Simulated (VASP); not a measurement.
Zr, 2 atoms in the cell. Symmetry: P6_3/mmc, No. 194, hexagonal system. The conventional cell has a = 3.144 Å, b = 3.144 Å, c = 5.089 Å, α = 90.00°, β = 90.00°, γ = 120.00°. Within 4.1 Å of Zr (site symmetry -6m2) lie 12 Zr at 3.13 to 3.14 Å. 

| Quantity | Value |
| --- | --- |
| Program | VASP 6.6.1 |
| Task | single point |
| Functional | LDA |
| Potentials or basis | VASP PAW LDA potentials, release 64 (Zr_sv) |
| Cutoff | 520 eV |
| k mesh | 12 × 12 × 6 |
| Occupations | methfessel-paxton, width 0.1 eV |
| Spin | no spin polarisation |
| Dipole correction | no |
| Further INCAR settings | ALGO = Normal; EDIFF = 1e-06; NBANDS = 19 |

Potentials or basis: VASP PAW LDA potentials, release 64 (Zr_sv).

Command:

```sh
$ cat potpaw_LDA.64/Zr_sv/POTCAR > POTCAR
$ mpirun -np 1 vasp_std > vasp.out
```

Hardware: 1 thread of AMD EPYC 9R45 (Zen 5), with other jobs on the host.

**Question.** Estimate the wall time of this run.

**Answer.** Wall time 40 s on 1 thread of AMD EPYC 9R45 (Zen 5), with other jobs on the host, peak memory 0.14 GiB. Counts: scf iterations 12, k points 76.
